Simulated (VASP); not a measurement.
# InSe (C2/m) in VASP: notebook, part 2 of 2

VASP 6.6.1. The steps go on from the part before.

### 5 Relaxation of shape and atoms at fixed volume, PBE+D4 (26.91 Å³/atom)

This run uses another cell than the first one, of 26.91 Å³/atom.

File INCAR:

```
SYSTEM = InSe
PREC = Accurate
ENCUT = 600
EDIFF = 1E-7
ISMEAR = 0
SIGMA = 0.05
LREAL = .False.
LASPH = .True.
NELM = 60
ALGO = Normal
ISIF = 4
LWAVE = .False.
LCHARG = .False.
GGA = PE
IVDW = 13
IBRION = 2
NSW = 60
EDIFFG = -0.01
```

File KPOINTS:

```
regular mesh
0
Gamma
  6 6 6
  0 0 0
```

File POSCAR:

```
InSe
1.0
    5.9702959905     -2.0854365501      0.0020082300
    5.9702959905      2.0854365501      0.0020082300
   -1.6259003714      0.0000000000      4.3218111874
In Se
2 2
Direct
    0.8856728306      0.8856728306      0.0273299597
    0.1143271694      0.1143271694      0.9726700403
    0.6545534865      0.6545534865      0.6382592257
    0.3454465135      0.3454465135      0.3617407743
```

Potentials or basis: VASP PAW PBE potentials, release 64 (In_d, Se).

Launch:

```bash
$ cat potpaw_PBE.64/In_d/POTCAR potpaw_PBE.64/Se/POTCAR > POTCAR
$ mpirun -np 1 vasp_std > vasp.out
```

OUTCAR:

```text
SYSTEM = InSe
   PREC = Accurate
   ENCUT = 600
   EDIFF = 1E-7
   ISMEAR = 0
   LREAL = .False.
   LASPH = .True.
   NELM = 60
   ISIF = 4
   GGA = PE
   IVDW = 13
   IBRION = 2
   NSW = 60
   EDIFFG = -0.01

 ion  position               nearest neighbor table
   1  0.886  0.886  0.027-   3 2.71   4 2.74   4 2.74   2 2.83   2 3.79   2 3.79
   2  0.114  0.114  0.973-   4 2.71   3 2.74   3 2.74   1 2.83   1 3.79   1 3.79
   3  0.655  0.655  0.638-   1 2.71   2 2.74   2 2.74
   4  0.345  0.345  0.362-   2 2.71   1 2.74   1 2.74

  LATTYP: Found a base centered monoclinic cell.
 ALAT       =    11.9405926565
 B/A-ratio  =     0.3493020171
 C/A-ratio  =     0.3867087983
 COS(beta)  =    -0.3517997206

  Lattice vectors:

 A1 = (   5.9702959905,  -2.0854365501,   0.0020082300)
 A2 = (   5.9702959905,   2.0854365501,   0.0020082300)
 A3 = (  -1.6259003714,   0.0000000000,   4.3218111874)

Analysis of symmetry for initial positions (statically):
=====================================================================
 Subroutine PRICEL returns:
 Original cell was already a primitive cell.

 Routine SETGRP: Setting up the symmetry group for a
 base centered monoclinic supercell.

 Subroutine GETGRP returns: Found  4 space group operations
 (whereof  4 operations were pure point group operations)
 out of a pool of  4 trial point group operations.

The static configuration has the point symmetry C_2h.

Analysis of symmetry for dynamics (positions and initial velocities):
=====================================================================
 Subroutine PRICEL returns:
 Original cell was already a primitive cell.

 Routine SETGRP: Setting up the symmetry group for a
 base centered monoclinic supercell.

 Subroutine GETGRP returns: Found  4 space group operations
 (whereof  4 operations were pure point group operations)
 out of a pool of  4 trial point group operations.

The dynamic configuration has the point symmetry C_2h.

 Subroutine INISYM returns: Found  4 space group operations
 (whereof  4 operations are pure point group operations),
 and found     1 'primitive' translations

----------------------------------------------------------------------------------------

                                     Primitive cell

  volume of cell :     107.6325

  direct lattice vectors                    reciprocal lattice vectors
     5.970295991 -2.085436550  0.002008230     0.083737345 -0.239757954  0.031502667
     5.970295991  2.085436550  0.002008230     0.083737345  0.239757954  0.031502667
    -1.625900371  0.000000000  4.321811187    -0.000077821  0.000000000  0.231355195

  length of vectors
     6.324040153  6.324040153  4.617532237     0.255906697  0.255906697  0.231355208

  position of ions in fractional coordinates (direct lattice)
     0.885672831  0.885672831  0.027329960
     0.114327169  0.114327169  0.972670040
     0.654553486  0.654553486  0.638259226
     0.345446514  0.345446514  0.361740774

  ion indices of the primitive-cell ions
   primitive index   ion index
                 1           1
                 2           2
                 3           3
                 4           4

----------------------------------------------------------------------------------------

 KPOINTS: regular mesh

Automatic generation of k-mesh.
 Grid dimensions read from file:
 generate k-points for:    6    6    6

 Generating k-lattice:

  Cartesian coordinates                     Fractional coordinates (reciprocal lattice)
     0.013956224 -0.039959659  0.005250445     0.166666667  0.000000000  0.000000000
     0.013956224  0.039959659  0.005250445     0.000000000  0.166666667  0.000000000
    -0.000012970  0.000000000  0.038559199     0.000000000  0.000000000  0.166666667

  Length of vectors
     0.042651116  0.042651116  0.038559201

  Shift w.r.t. Gamma in fractional coordinates (k-lattice)
     0.000000000  0.000000000  0.000000000

 Subroutine IBZKPT returns following result:
 ===========================================

 Found     68 irreducible k-points:

[... 29 lines left out ...]
   NELM   =     60;   NELMIN=  2; NELMDL= -5     # of ELM steps
   EDIFF  = 0.1E-06   stopping-criterion for ELM
   LREAL  =      F    real-space projection
   EDIFFG = -.1E-01   stopping-criterion for IOM
   NSW    =     60    number of steps for IOM
   IBRION =      2    ionic relax: 0-MD 1-quasi-New 2-CG
   NFREE  =      1    steps in history (QN), initial steepest desc. (CG)
   ISIF   =      4    stress and relaxation
   ISYM   =      2    0-nonsym 1-usesym 2-fastsym
   POTIM  = 0.5000    time-step for ionic-motion
   TEBEG  =    0.0;   TEEND  =   0.0 temperature during run
   PSTRESS=    0.0 pullay stress
   NELECT =      38.0000    total number of electrons
   NUPDOWN=      -1.0000    fix difference up-down
   EMIN   =  10.00;   EMAX   =-10.00  energy-range for DOS
   EFERMI =   0.00;   METHOD = LEGACY
   ISMEAR =     0;   SIGMA  =   0.05  broadening in eV -4-tet -1-fermi 0-gaus
   EFERMI_NEDOS =   21; number of points for ismear=-14 and -15
   IALGO  =     38    algorithm
   IMIX   =      4    mixing-type and parameters
     AMIX     =   0.40;   BMIX     =  1.00
     AMIX_MAG =   1.60;   BMIX_MAG =  1.00
  volume/ion in A,a.u.               =      26.91       181.59
  Fermi-wavevector in a.u.,A,eV,Ry     =   1.157057  2.186521 18.215227  1.338781
  Thomas-Fermi vector in A             =   2.293672
   LORBIT       =      0    0 simple, 1 ext, 2 COOP (PROOUT), +10 PAW based schemes
   GGA     = PE    functional components
   LHFCALC =     F    Hartree Fock is set to
   AEXX    =    0.0000 exact exchange contribution
   IVDW    =    13    specifies the selected vdW correction
   LEPSILON=     F    determine dielectric tensor
   LRPA    =     F    only Hartree local field effects (RPA)
 conjugate gradient relaxation of ions
 non-spin polarized calculation
 Gauss-broadening in eV      SIGMA  =   0.05
  energy-cutoff  :      600.00
  volume of cell :      107.63
 maximum number of plane-waves:      3611
 NGX is ok and might be reduce to    54
   NGX = 25   NGY = 25   NGZ = 19

--------------------------------------- Ionic step        1  -------------------------------------------

 number of electron      38.0000003 magnetization

 Free energy of the ion-electron system (eV)
  ---------------------------------------------------
  ext. energy  EPLUGINS =         0.00000000
  ---------------------------------------------------
  free energy    TOTEN  =       -14.02638595 eV

  energy without entropy =      -14.02638595  energy(sigma->0) =      -14.02638595

------------------------ aborting loop because EDIFF is reached ----------------------------------------

  DFT-D4 for vdW energy calculation

  Edisp (eV):   -1.42810
[... 111 lines left out ...]
  FREE ENERGIE OF THE ION-ELECTRON SYSTEM (eV)
  ---------------------------------------------------
  free  energy   TOTEN  =       -15.4563875548 eV

  energy  without entropy=      -15.4563875548  energy(sigma->0) =      -15.45638755

[... ionic steps 4 to 10 ...]

--------------------------------------- Ionic step       11  -------------------------------------------

 number of electron      38.0000005 magnetization

------------------------ aborting loop because EDIFF is reached ----------------------------------------
[... 79 lines left out ...]
--------------------------------------- Ionic step       13  -------------------------------------------

 number of electron      38.0000004 magnetization

 Free energy of the ion-electron system (eV)
  ---------------------------------------------------
  ext. energy  EPLUGINS =         0.00000000
  ---------------------------------------------------
  free energy    TOTEN  =       -14.03045451 eV

  energy without entropy =      -14.03045451  energy(sigma->0) =      -14.03045451

 E-fermi :   4.8301     XC(G=0):  -9.4285

 val. band max:        4.5898818558   @ k =  -0.3333  -0.3333   0.3333
 cond. band min:       5.4836243092   @ k =  -0.0000  -0.0000   0.5000
 fundamental gap:      0.8937424535
 Fermi energy:         4.8301265366

 k-point     1 :       0.0000    0.0000    0.0000
  band No.  band energies     occupation
      1      -9.9832      2.00000
      2      -9.9016      2.00000
      3      -9.6986      2.00000
      4      -9.6840      2.00000
      5      -9.6511      2.00000
      6      -9.6478      2.00000
[... 613 lines left out ...]
     22       8.2908      0.00000
     23       8.8764      0.00000

 [... further k-points ...]

------------------------ aborting loop because EDIFF is reached ----------------------------------------

  DFT-D4 for vdW energy calculation

  Edisp (eV):   -1.42775
[... 27 lines left out ...]
  FREE ENERGIE OF THE ION-ELECTRON SYSTEM (eV)
  ---------------------------------------------------
  free  energy   TOTEN  =       -15.4582001683 eV

  energy  without entropy=      -15.4582001683  energy(sigma->0) =      -15.45820017

 reached required accuracy - stopping structural energy minimisation
```

OSZICAR:

```text
N       E                     dE             d eps       ncg     rms          rms(c)
DAV:   1     0.342854471756E+03    0.34285E+03   -0.19514E+04  3135   0.207E+03
DAV:   2     0.262519564104E+02   -0.31660E+03   -0.31234E+03  3191   0.461E+02
DAV:   3    -0.128904674440E+02   -0.39142E+02   -0.38292E+02  4040   0.163E+02
[... 108 lines left out ...]
DAV:   2    -0.140305109895E+02   -0.25081E-03   -0.36704E-03  5077   0.688E-01    0.505E-02
DAV:   3    -0.140304749192E+02    0.36070E-04   -0.58277E-05  4692   0.748E-02    0.339E-02
DAV:   4    -0.140304539472E+02    0.20972E-04   -0.30601E-05  4824   0.835E-02    0.650E-03
DAV:   5    -0.140304544719E+02   -0.52468E-06   -0.97705E-06  4270   0.250E-02    0.655E-03
DAV:   6    -0.140304545063E+02   -0.34430E-07   -0.31859E-07  3467   0.530E-03
  13 F= -.15458200E+02 E0= -.15458200E+02  d E =-.352576E-04
```

It took 23 min on 1 thread of Intel Xeon Platinum 8488C (Sapphire Rapids), shared host; peak memory 0.47 GiB.

What came out:

- Free energy: -15.4582 eV
- Energy gained by relaxing: 0.9 meV/atom
- Ionic steps: 13
- Pressure after relaxing: -0.8 GPa
- Largest force after relaxing: 0.007 eV/Å
- Band gap on the k mesh: 0.89 eV (least direct gap 1.13 eV)
- Dispersion energy per atom: -0.357 eV

Forces in eV/Å, atoms in the order of the input:
```
In  -0.003  0.000  0.006
In   0.003  0.000 -0.006
Se   0.001  0.000  0.000
Se  -0.001  0.000  0.000
```

The path:
```tsv
step	energy change (eV)	largest force (eV/Å)	pressure (GPa)	volume (Å³)
1	0.0000	0.1103	-1.42	107.63
2	-0.0014	0.0653	-1.28	107.63
3	-0.0019	0.0603	-1.11	107.63
4	-0.0028	0.0379	-1.00	107.63
5	-0.0030	0.0261	-0.83	107.63
6	-0.0031	0.0179	-0.89	107.63
7	-0.0033	0.0121	-0.89	107.63
8	-0.0034	0.0289	-0.89	107.63
9	-0.0035	0.0156	-0.84	107.63
10	-0.0035	0.0146	-0.85	107.63
11	-0.0036	0.0120	-0.83	107.63
12	-0.0037	0.0111	-0.78	107.63
13	-0.0037	0.0070	-0.79	107.63
```

Final structure:
```xyz
4
Lattice="5.9191 -2.0749 -0.0143 5.9191 2.0749 -0.0143 -1.6239 0.0000 4.3859" Properties=species:S:1:pos:R:3 pbc="T T T"
In   10.4384    0.0000    0.1160
In   -0.2241    0.0000    4.2413
Se    6.7204    0.0000    2.8009
Se    3.4939    0.0000    1.5564
```

Levels at points of the mesh, in eV from the valence-band top:
| k point | band 15 | band 16 | band 17 | band 18 | band 19 | band 20 | band 21 | band 22 | band 23 |
| --- | --- | --- | --- | --- | --- | --- | --- | --- | --- |
| (0.00, 0.00, 0.00) | -3.64 | -2.46 | -2.22 | -1.70 | -1.38 | 2.56 | 3.38 | 3.89 | 4.91 |
| (0.50, 0.00, 0.00) | -2.39 | -2.04 | -1.64 | -1.38 | -1.19 | 1.65 | 2.38 | 3.34 | 3.52 |
| (0.50, 0.50, 0.00) | -2.66 | -2.42 | -1.19 | -0.83 | -0.32 | 1.07 | 2.74 | 2.87 | 4.33 |
| (0.00, 0.00, 0.50) | -2.00 | -1.80 | -1.60 | -1.19 | -0.24 | 0.89 | 2.29 | 3.38 | 3.51 |
| (0.50, 0.00, 0.50) | -3.71 | -3.20 | -2.50 | -2.34 | -1.68 | 2.10 | 3.20 | 4.14 | 4.47 |
| (0.50, 0.50, 0.50) | -2.46 | -1.59 | -1.50 | -1.05 | -0.44 | 2.05 | 3.00 | 3.11 | 4.07 |

Caveat: spin-orbit coupling is left out, which moves the levels of the heavy elements. PBE gaps usually lie below the measured ones, often by a third to a half.

### 6 Relaxation of shape and atoms at fixed volume, r2SCAN+D4

This run uses another cell than the first one, of 26.07 Å³/atom.

File POSCAR:

```
InSe
1.0
    5.9383062682     -2.0710758696      0.0064146278
    5.9383062682      2.0710758696      0.0064146278
   -1.6138791200      0.0000000000      4.2374911276
In Se
2 2
Direct
    0.8851172357      0.8851172357      0.0230297324
    0.1148827643      0.1148827643      0.9769702676
    0.6533965309      0.6533965309      0.6350909985
    0.3466034691      0.3466034691      0.3649090015
```

File INCAR.step1:

```
PREC = Accurate ; ENCUT = 600
ISMEAR = 0 ; SIGMA = 0.05
LREAL = False ; LASPH = True
NELM = 80 ; GGA = PE
ALGO = Normal ; EDIFF = 1E-4
LWAVE = True ; LCHARG = False
```

File INCAR.step2:

```
PREC = Accurate ; ENCUT = 600
EDIFF = 1E-7 ; ISMEAR = 0
SIGMA = 0.05 ; LREAL = False
LASPH = True ; NELM = 80
ALGO = Normal ; ISIF = 4
LWAVE = False ; LCHARG = False
METAGGA = R2SCAN ; LMIXTAU = True
IVDW = 13 ; VDW_S6 = 1.0
VDW_S8 = 0.6018749 ; VDW_A1 = 0.51559235
VDW_A2 = 5.77342911 ; IBRION = 2
NSW = 60 ; EDIFFG = -0.02
ISTART = 1
```

File KPOINTS:

```
Automatic mesh
0
Gamma
  6 6 6
```

Potentials or basis: VASP PAW PBE potentials, release 64 (In_d, Se).

Launch:

```bash
$ cat potpaw_PBE.64/In_d/POTCAR potpaw_PBE.64/Se/POTCAR > POTCAR
$ cp INCAR.step1 INCAR
$ mpirun -np 1 vasp_std > vasp.out
$ cp INCAR.step2 INCAR
$ mpirun -np 1 vasp_std > vasp.out
```

It took 2.6 h on 1 thread of Oxide Virtual Turin-like, shared host; peak memory 0.41 GiB.

Results (log left out):

```
Free energy                  : -76.8134 eV
Energy gained by relaxing    : 3.1 meV/atom
Ionic steps                  : 7
Pressure after relaxing      : 0.7 GPa
Largest force after relaxing : 0.016 eV/Å
Band gap on the k mesh       : 1.20 eV (least direct gap 1.53 eV)
Dispersion energy per atom   : -0.124 eV
```

Forces in eV/Å, atoms in the order of the input:
```
In  -0.005  0.000  0.012
In   0.005  0.000 -0.012
Se   0.012  0.000 -0.011
Se  -0.012  0.000  0.011
```

Stress tensor (GPa, compression positive):
```
 0.72  0.00 -0.06
 0.00  0.60  0.00
-0.06  0.00  0.81
```

Step by step:
| step | energy change (eV) | largest force (eV/Å) | pressure (GPa) | volume (Å³) |
| --- | --- | --- | --- | --- |
| 1 | 0.0000 | 0.2672 | -0.28 | 104.27 |
| 2 | -0.0057 | 0.1515 | 0.02 | 104.27 |
| 3 | -0.0076 | 0.1367 | 0.33 | 104.27 |
| 4 | -0.0114 | 0.0454 | 0.54 | 104.27 |
| 5 | -0.0120 | 0.0222 | 0.66 | 104.27 |
| 6 | -0.0120 | 0.0235 | 0.67 | 104.27 |
| 7 | -0.0123 | 0.0159 | 0.71 | 104.27 |

Final structure:
```yaml
crystal:
  lattice:
    - [5.90027, -2.06322, 0.01522]
    - [5.90027, 2.06322, 0.01522]
    - [-1.59723, 0.00000, 4.27869]
  atoms:
    - { symbol: In, position: [0.88559, 0.88559, 0.02450] }
    - { symbol: In, position: [0.11441, 0.11441, 0.97550] }
    - { symbol: Se, position: [0.65531, 0.65531, 0.64519] }
    - { symbol: Se, position: [0.34469, 0.34469, 0.35481] }
```

Levels at points of the mesh, in eV from the valence-band top:
```tsv
k point	band 16	band 17	band 18	band 19	band 20	band 21	band 22	band 23
(0.00, 0.00, 0.00)	-2.61	-2.47	-1.78	-1.57	2.91	3.69	4.41	5.34
(0.50, 0.00, 0.00)	-2.16	-1.74	-1.58	-1.15	2.02	2.85	3.68	3.97
(0.50, 0.50, 0.00)	-2.57	-1.26	-0.99	-0.38	1.38	3.03	3.14	4.88
(0.00, 0.00, 0.50)	-1.99	-1.75	-1.33	-0.23	1.30	2.72	3.75	3.90
(0.50, 0.00, 0.50)	-3.45	-2.65	-2.54	-1.89	2.36	3.55	4.59	4.92
(0.50, 0.50, 0.50)	-1.78	-1.64	-1.22	-0.39	2.39	3.44	3.45	4.37
```

Caveat: the PAW data sets were made with another functional, which shifts forces and pressure a little; spin-orbit coupling is left out, which moves the levels of the heavy elements. A k mesh can miss the band edges.

### 7 Relaxation of shape and atoms at fixed volume, r2SCAN+D4 (27.17 Å³/atom)

This run uses another cell than the first one, of 27.17 Å³/atom.

File POSCAR:

```
InSe
1.0
    5.8508783385     -2.0553260607     -0.0369100777
    5.8508783385      2.0553260607     -0.0369100777
   -1.6213515431      0.0000000000      4.5291316462
In Se
2 2
Direct
    0.8871446857      0.8871446857      0.0391602987
    0.1128553143      0.1128553143      0.9608397013
    0.6587978002      0.6587978002      0.6563839326
    0.3412021998      0.3412021998      0.3436160674
```

File INCAR.step1:

```
PREC = Accurate
ENCUT = 600
ISMEAR = 0
SIGMA = 0.05
LREAL = F
LASPH = T
NELM = 100
GGA = PE
ALGO = Normal
EDIFF = 1E-4
LWAVE = T
LCHARG = F
```

File INCAR.step2:

```
PREC = Accurate
ENCUT = 600
EDIFF = 1E-7
ISMEAR = 0
SIGMA = 0.05
LREAL = F
LASPH = T
NELM = 100
ALGO = Normal
ISIF = 4
LWAVE = F
LCHARG = F
METAGGA = R2SCAN
LMIXTAU = T
IVDW = 13
VDW_S6 = 1.0
VDW_S8 = 0.6018749
VDW_A1 = 0.51559235
VDW_A2 = 5.77342911
IBRION = 2
NSW = 60
EDIFFG = -0.01
ISTART = 1
```

File KPOINTS:

```
regular mesh
0
Gamma
  6 6 6
```

Launch:

```bash
$ cat potpaw_PBE.64/In_d/POTCAR potpaw_PBE.64/Se/POTCAR > POTCAR
$ cp INCAR.step1 INCAR
$ mpirun -np 1 vasp_std > vasp.out
$ cp INCAR.step2 INCAR
$ mpirun -np 1 vasp_std > vasp.out
```

It took 79 min on 1 thread of Oxide Virtual Turin-like, shared host; peak memory 0.44 GiB.

Results (log left out):

- Free energy: -76.8271 eV
- Energy gained by relaxing: 0.1 meV/atom
- Ionic steps: 5
- Pressure after relaxing: 0.0 GPa
- Largest force after relaxing: 0.010 eV/Å
- Band gap on the k mesh: 1.41 eV (least direct gap 1.69 eV)
- Dispersion energy per atom: -0.120 eV

Forces in eV/Å, atoms in the order of the input:
```
In  -0.007  0.000  0.007
In   0.007  0.000 -0.007
Se   0.000  0.000  0.003
Se   0.000  0.000 -0.003
```

The path:
| step | energy change (eV) | largest force (eV/Å) | pressure (GPa) | volume (Å³) |
| --- | --- | --- | --- | --- |
| 1 | 0.0000 | 0.0402 | 0.17 | 108.68 |
| 2 | -0.0002 | 0.0187 | 0.10 | 108.68 |
| 3 | -0.0002 | 0.0183 | 0.07 | 108.68 |
| 4 | -0.0002 | 0.0120 | 0.04 | 108.68 |
| 5 | -0.0002 | 0.0095 | 0.02 | 108.68 |

Final structure:
```
In Se
1.0
     5.85819   -2.05296   -0.04112
     5.85819    2.05296   -0.04112
    -1.62663    0.00000    4.52989
In Se
2 2
Direct
  0.88731 0.88731 0.03932
  0.11269 0.11269 0.96068
  0.65869 0.65869 0.65521
  0.34131 0.34131 0.34479
```

Levels at points of the mesh, in eV from the valence-band top:
```tsv
k point	band 17	band 18	band 19	band 20	band 21	band 22
(0.00, 0.00, 0.00)	-2.22	-1.61	-1.33	3.05	3.52	4.24
(0.50, 0.00, 0.00)	-1.82	-1.43	-1.36	2.00	2.79	3.87
(0.50, 0.50, 0.00)	-1.23	-0.81	-0.20	1.67	3.07	3.48
(0.00, 0.00, 0.50)	-1.56	-1.21	-0.29	1.41	2.55	4.04
(0.50, 0.00, 0.50)	-2.37	-2.34	-1.56	2.65	3.61	4.27
(0.50, 0.50, 0.50)	-1.49	-0.92	-0.49	2.52	3.50	3.64
```

Caveat: the PAW data sets were made with another functional, which shifts forces and pressure a little; spin-orbit coupling is left out, which moves the levels of the heavy elements. r2SCAN opens gaps a little over a GGA but as a rule still falls short of measured ones.

### 8 Overview

```csv
level,cell,gap on the mesh (eV),pressure (GPa),relaxed volume (Å³/atom),largest force (eV/Å)
PBE+D4,"relaxed from a = 6.295, b = 6.295, c = 4.501 Å, angles 109.6, 109.6, 38.4°, 4 atoms, atomic positions A",0.72,0.0,25.87,0.01
PBE+D4,"relaxed from a = 6.289, b = 6.289, c = 4.534 Å, angles 109.6, 109.6, 38.5°, 4 atoms, atomic positions B",0.74,-0.2,26.07,0.01
PBE+D4,"relaxed from a = 6.335, b = 6.335, c = 4.529 Å, angles 109.6, 109.6, 38.4°, 4 atoms, atomic positions C",0.79,-0.5,26.39,0.01
PBE+D4,"relaxed from a = 6.324, b = 6.324, c = 4.618 Å, angles 109.4, 109.4, 38.5°, 4 atoms, atomic positions D",0.89,-0.8,-,0.01
r2SCAN+D4,"relaxed from a = 6.289, b = 6.289, c = 4.534 Å, angles 109.6, 109.6, 38.5°, 4 atoms, atomic positions B",1.20,0.7,-,0.02
r2SCAN+D4,"relaxed from a = 6.201, b = 6.201, c = 4.811 Å, angles 108.9, 108.9, 38.7°, 4 atoms, atomic positions E",1.41,0.0,27.17,0.01
```

Alike in all rows: task relaxation of shape and atoms at fixed volume; potentials or basis VASP PAW PBE potentials, release 64 (In_d, Se); no spin polarisation; k mesh 6 × 6 × 6; cutoff (eV) 600; smearing gaussian 0.05 eV.

Caveats: spin-orbit coupling is left out, which moves the levels of the heavy elements; semilocal functionals underestimate gaps, and a narrow one can read as zero (at least some runs); the PAW data sets were made with another functional, which shifts forces and pressure a little (at least some runs).

Absolute energies hang on the potentials; compare differences alone.
